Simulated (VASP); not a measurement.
# B3N2 (R32) in VASP: a series of runs, part 2 of 2

VASP 6.6.1. The steps go on from the part before.

## Step 3: Relaxation of cell and atoms, PBE

This run uses another cell than the first one, of 10.68 Å³/atom.

INCAR

```
PREC = Accurate
ENCUT = 600
EDIFF = 1E-7
ISMEAR = 0
SIGMA = 0.1
LREAL = False
LASPH = True
NELM = 100
ALGO = Normal
ISIF = 3
LWAVE = False
LCHARG = False
GGA = PE
IBRION = 2
NSW = 100
EDIFFG = -0.01
```

KPOINTS

```
regular mesh
0
Gamma
  12 12 12
```

POSCAR

```
B3N2
1.0
    1.9833980073      1.1451153734      3.9188230086
   -1.9833980073      1.1451153734      3.9188230086
    0.0000000000     -2.2902307469      3.9188230086
B N
3 2
Direct
    0.0000000000      0.2770450144      0.7229549856
    0.7229549856      0.0000000000      0.2770450144
    0.2770450144      0.7229549856      0.0000000000
    0.3334493516      0.3334493516      0.3334493516
    0.6665506484      0.6665506484      0.6665506484
```

Potentials or basis: VASP PAW PBE potentials, release 64 (B, N).

Command:

```
> cat potpaw_PBE.64/B/POTCAR potpaw_PBE.64/N/POTCAR > POTCAR
> mpirun -np 1 vasp_std > vasp.out
```

OUTCAR:

```text
PREC = Accurate
   ENCUT = 600
   EDIFF = 1E-7
   ISMEAR = 0
   LREAL = False
   LASPH = True
   NELM = 100
   ISIF = 3
   GGA = PE
   IBRION = 2
   NSW = 100
   EDIFFG = -0.01

 ion  position               nearest neighbor table
   1  0.000  0.277  0.723-   5 1.45   4 1.45   3 1.90   2 1.90
   2  0.723  0.000  0.277-   4 1.45   5 1.45   3 1.90   1 1.90
   3  0.277  0.723  0.000-   4 1.45   5 1.45   1 1.90   2 1.90
   4  0.333  0.333  0.333-   2 1.45   3 1.45   1 1.45
   5  0.667  0.667  0.667-   1 1.45   3 1.45   2 1.45

  LATTYP: Found a trigonal (rhomboedric) cell.
 ALAT       =     4.5389790313
 COS(alpha) =     0.6181143073

  Lattice vectors:

 A1 = (   1.9833980073,   1.1451153734,   3.9188230086)
 A2 = (  -1.9833980073,   1.1451153734,   3.9188230086)
 A3 = (   0.0000000000,  -2.2902307469,   3.9188230086)

Analysis of symmetry for initial positions (statically):
=====================================================================
 Subroutine PRICEL returns:
 Original cell was already a primitive cell.

 Routine SETGRP: Setting up the symmetry group for a
 trigonal (rhombohedral) supercell.

 Subroutine GETGRP returns: Found  6 space group operations
 (whereof  6 operations were pure point group operations)
 out of a pool of 12 trial point group operations.

The static configuration has the point symmetry D_3 .

Analysis of symmetry for dynamics (positions and initial velocities):
=====================================================================
 Subroutine PRICEL returns:
 Original cell was already a primitive cell.

 Routine SETGRP: Setting up the symmetry group for a
 trigonal (rhombohedral) supercell.

 Subroutine GETGRP returns: Found  6 space group operations
[... 145 lines left out ...]
 maximum number of plane-waves:      1800
   NGX = 19   NGY = 19   NGZ = 19

--------------------------------------- Ionic step        1  -------------------------------------------

 number of electron      19.0000001 magnetization

 Free energy of the ion-electron system (eV)
  ---------------------------------------------------
  ext. energy  EPLUGINS =         0.00000000
  ---------------------------------------------------
  free energy    TOTEN  =       -38.29267311 eV

  energy without entropy =      -38.28690760  energy(sigma->0) =      -38.28979036

------------------------ aborting loop because EDIFF is reached ----------------------------------------

  FORCE on cell =-STRESS in cart. coord.  units (eV):
  Direction    XX          YY          ZZ          XY          YZ          ZX
  --------------------------------------------------------------------------------------
  -------------------------------------------------------------------------------------
  Total       -0.0153000     -0.0153000      0.0213811      0.0000000     -0.0000000     -0.0000000
  in kB       -0.4590234     -0.4590234      0.6414670      0.0000000     -0.0000000     -0.0000000
  external PRESSURE =      -0.0921932 kB  Pullay stress =       0.0000000 kB
[... 65 lines left out ...]
--------------------------------------- Ionic step        3  -------------------------------------------

 number of electron      19.0000001 magnetization

 Free energy of the ion-electron system (eV)
  ---------------------------------------------------
  ext. energy  EPLUGINS =         0.00000000
  ---------------------------------------------------
  free energy    TOTEN  =       -38.29272264 eV

  energy without entropy =      -38.28697218  energy(sigma->0) =      -38.28984741

 E-fermi :   3.2038     XC(G=0):  -9.1971

 val. band max:        3.2006635702   @ k =  -0.4167   0.2500   0.1667
 cond. band min:       3.2172582162   @ k =  -0.4167  -0.4167   0.0833
 fundamental gap:      0.0165946460
 Fermi energy:         3.2037829996

 k-point     1 :       0.0000    0.0000    0.0000
  band No.  band energies     occupation
      1     -16.7555      2.00000
      2     -11.9434      2.00000
      3      -6.9545      2.00000
      4      -6.9545      2.00000
      5      -4.7530      2.00000
      6      -3.7591      2.00000
      7      -3.7591      2.00000
      8      -3.6184      2.00000
      9       1.5484      2.00000
     10       6.2958      0.00000
     11       6.7577      0.00000
     12       6.7577      0.00000
     13       7.2297      0.00000
[... 354 lines left out ...]
  band No.  band energies     occupation
      1     -15.4043      2.00000
      2     -14.4466      2.00000
      3      -8.7661      2.00000
      4      -5.8393      2.00000
      5      -3.2890      2.00000
      6      -2.5452      2.00000
      7      -1.8425      2.00000
      8      -1.4551      2.00000
      9      -0.9860      2.00000
     10       2.3189      2.00000
     11       6.3858      0.00000
     12       6.6726      0.00000
     13       7.6062      0.00000

 [... further k-points ...]

------------------------ aborting loop because EDIFF is reached ----------------------------------------

  FORCE on cell =-STRESS in cart. coord.  units (eV):
  Direction    XX          YY          ZZ          XY          YZ          ZX
  --------------------------------------------------------------------------------------
  -------------------------------------------------------------------------------------
  Total       -0.0409901     -0.0409901      0.0212891      0.0000000     -0.0000000      0.0000000
  in kB       -1.2298463     -1.2298463      0.6387478      0.0000000     -0.0000000      0.0000000
  external PRESSURE =      -0.6069816 kB  Pullay stress =       0.0000000 kB
[... 20 lines left out ...]
  FREE ENERGIE OF THE ION-ELECTRON SYSTEM (eV)
  ---------------------------------------------------
  free  energy   TOTEN  =       -38.2927226369 eV

  energy  without entropy=      -38.2869721796  energy(sigma->0) =      -38.28984741

 reached required accuracy - stopping structural energy minimisation
```

CONTCAR:

```text
B3N2
   1.00000000000000
     1.9831908643054410    1.1449957793363266    3.9193949553414797
    -1.9831908643054410    1.1449957793363266    3.9193949553414797
     0.0000000000000000   -2.2899915587726571    3.9193949553414837
  B               N
     3     2
Direct
     0.0000000000000000    0.2767867174014548    0.7232132825985451
     0.7232132825985451    1.0000000000000000    0.2767867174014548
     0.2767867174014548    0.7232132825985451    0.0000000000000000
     0.3334409862213787    0.3334409862213787    0.3334409862213787
     0.6665590137786214    0.6665590137786214    0.6665590137786214

  0.00000000E+00  0.00000000E+00  0.00000000E+00
  0.00000000E+00  0.00000000E+00  0.00000000E+00
  0.00000000E+00  0.00000000E+00  0.00000000E+00
  0.00000000E+00  0.00000000E+00  0.00000000E+00
  0.00000000E+00  0.00000000E+00  0.00000000E+00
```

Wall time 3.3 min (1 thread of AMD EPYC 9R45 (Zen 5), shared host); peak memory 0.27 GiB.

Results:

| Property | Result |
| --- | --- |
| Free energy | -38.2927 eV |
| Energy gained by relaxing | 0.0 meV/atom |
| Ionic steps | 3 |
| Pressure after relaxing | -0.1 GPa |
| Largest force after relaxing | 0.005 eV/Å |
| Band gap on the k mesh | zero (an odd number of electrons rules out a gap without spin polarisation) |

Forces on the atoms (eV/Å):
```
B   -0.002  0.004  0.000
B   -0.002 -0.004  0.000
B    0.005  0.000  0.000
N    0.000  0.000 -0.003
N    0.000  0.000  0.003
```

Stress tensor (GPa, compression positive):
```
-0.12  0.00  0.00
 0.00 -0.12  0.00
 0.00  0.00  0.06
```

Final structure:
```yaml
crystal:
  lattice:
    - [1.98319, 1.14500, 3.91939]
    - [-1.98319, 1.14500, 3.91939]
    - [0.00000, -2.28999, 3.91939]
  atoms:
    - { symbol: B, position: [0.00000, 0.27679, 0.72321] }
    - { symbol: B, position: [0.72321, 0.00000, 0.27679] }
    - { symbol: B, position: [0.27679, 0.72321, 0.00000] }
    - { symbol: N, position: [0.33344, 0.33344, 0.33344] }
    - { symbol: N, position: [0.66656, 0.66656, 0.66656] }
```
